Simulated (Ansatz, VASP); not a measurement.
**One calculation of Cd4SbO, two programs**

INCAR

```
SYSTEM = Cd4SbO
PREC     = Accurate       ! precision mode
ENCUT    = 520            ! plane-wave cutoff, eV
EDIFF    = 1E-6           ! SCF threshold, eV
ISMEAR   = 0              ! smearing method
SIGMA    = 0.1            ! smearing width, eV
LREAL    = .False.        ! projectors in reciprocal space
LASPH    = .True.         ! aspherical terms in the spheres
NELM     = 100            ! most SCF steps
ALGO     = Normal         ! electronic algorithm
ISIF     = 2              ! what is computed and relaxed
LWAVE    = .False.        ! write WAVECAR
LCHARG   = .False.        ! write CHGCAR
GGA      = PE             ! functional
NBANDS   = 38             ! bands
```

File KPOINTS:

```
regular mesh
0
Gamma
  4 4 4
  0 0 0
```

POSCAR

```
Cd4SbO
1.0
   -2.9186441600      2.9186441600      4.0983341900
    2.9186441600     -2.9186441600      4.0983341900
    2.9186441600      2.9186441600     -4.0983341900
Cd Sb O
4 1 1
Direct
    0.7500000000      0.2500000000      0.5000000000
    0.2500000000      0.7500000000      0.5000000000
    0.8136666000      0.8136666000      0.0000000000
    0.1863334000      0.1863334000      0.0000000000
    0.5000000000      0.5000000000      0.0000000000
    0.0000000000      0.0000000000      0.0000000000
```

Input for Ansatz:

```yaml
crystal:
  lattice:
    - [-2.91864416, 2.91864416, 4.09833419]
    - [2.91864416, -2.91864416, 4.09833419]
    - [2.91864416, 2.91864416, -4.09833419]
  atoms:
    - { symbol: Cd, position: [0.75, 0.25, 0.5] }
    - { symbol: Cd, position: [0.25, 0.75, 0.5] }
    - { symbol: Cd, position: [0.8136666, 0.8136666, 0.0] }
    - { symbol: Cd, position: [0.1863334, 0.1863334, 0.0] }
    - { symbol: Sb, position: [0.5, 0.5, 0.0] }
    - { symbol: O, position: [0.0, 0.0, 0.0] }
basis:
  ecutwfc: 420
kpoints:
  mp_grid: { grid: [4, 4, 4] }
hamiltonian:
  xc: pbe
scf:
  occupations: { method: gaussian, width: 0.1 }
  lower_state_search: "off"
output:
  forces: true
  stress: true
  eigenvalues: true
```

Alike in both runs: task single point; functional PBE; k mesh 4 × 4 × 4; occupations gaussian, width 0.1 eV; no spin polarisation.

```csv
,VASP,Ansatz
version,VASP 6.6.1,Ansatz 0.2.0
potentials or method,"VASP PAW PBE potentials, release 64 (Cd, Sb, O), cutoff 520 eV","scalar-relativistic, plane waves, PAW"
valence electrons in the cell,59,101
```

|  | VASP | Ansatz | Ansatz less VASP |
| --- | --- | --- | --- |
| gap on the k mesh at the Fermi level (eV) | none | none | - |
| rms of the force components (eV/Å) | 9.448 | 8.631 | -0.8170 |

Atom by atom the forces differ by 0.817 eV/Å (rms over components). A gap of «none» marks a metal or a gap that the smearing closes. With one functional, cell and mesh, what is left measures potentials, basis and numerics. VASP's potentials hold 59 valence electrons a cell and Ansatz's 101, so a difference there can come from the potentials and not from the codes.

The k mesh is coarse, so the values compare programs but aren't converged. Neither program's run includes spin-orbit coupling.
